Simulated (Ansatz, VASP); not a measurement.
NbN: VASP beside Ansatz

File INCAR:

```
SYSTEM = NbN
ALGO = Normal ; EDIFF = 1E-6
ENCUT = 600 ; GGA = PE
GGA_COMPAT = .False. ; ISIF = 2
ISMEAR = 0 ; LASPH = .True.
LCHARG = .False. ; LREAL = .False.
LWAVE = .False. ; NBANDS = 16
NELM = 120 ; PREC = Accurate
SIGMA = 0.1
```

The input KPOINTS:

```
k-points
0
Gamma
  16 16 16
  0 0 0
```

File POSCAR:

```
NbN
1.0
    0.0000000000      2.2326617833      2.2326617833
    2.2326617833      0.0000000000      2.2326617833
    2.2326617833      2.2326617833      0.0000000000
Nb N
1 1
Direct
    0.5000000000      0.5000000000      0.5000000000
    0.0000000000      0.0000000000      0.0000000000
```

Input for Ansatz:

```yaml
crystal:
  lattice:
    - [0.0, 2.2326617833, 2.2326617833]
    - [2.2326617833, 0.0, 2.2326617833]
    - [2.2326617833, 2.2326617833, 0.0]
  atoms:
    - { symbol: Nb, position: [0.5, 0.5, 0.5] }
    - { symbol: "N", position: [0.0, 0.0, 0.0] }
basis:
  ecutwfc: 420
kpoints:
  mp_grid: { grid: [16, 16, 16] }
hamiltonian:
  xc: pbe
scf:
  occupations: { method: gaussian, width: 0.1 }
output:
  forces: true
  stress: true
  eigenvalues: true
```

Alike in both runs: task single point; functional PBE; k mesh 16 × 16 × 16; occupations gaussian, width 0.1 eV; no spin polarisation.

|  | VASP | Ansatz |
| --- | --- | --- |
| version | VASP 6.6.1 | Ansatz 0.2.0 |
| potentials or method | VASP PAW PBE potentials, release 64 (Nb_sv, N), cutoff 600 eV | scalar-relativistic, plane waves, PAW |
| valence electrons in the cell | 18 | 18 |

```tsv
	VASP	Ansatz	Ansatz less VASP
gap on the k mesh at the Fermi level (eV)	none	none	-
pressure (GPa)	-9.1	-8.5	+0.64
```

A gap of «none» marks a metal or a gap that the smearing closes. With one functional, cell and mesh, what is left measures potentials, basis and numerics.
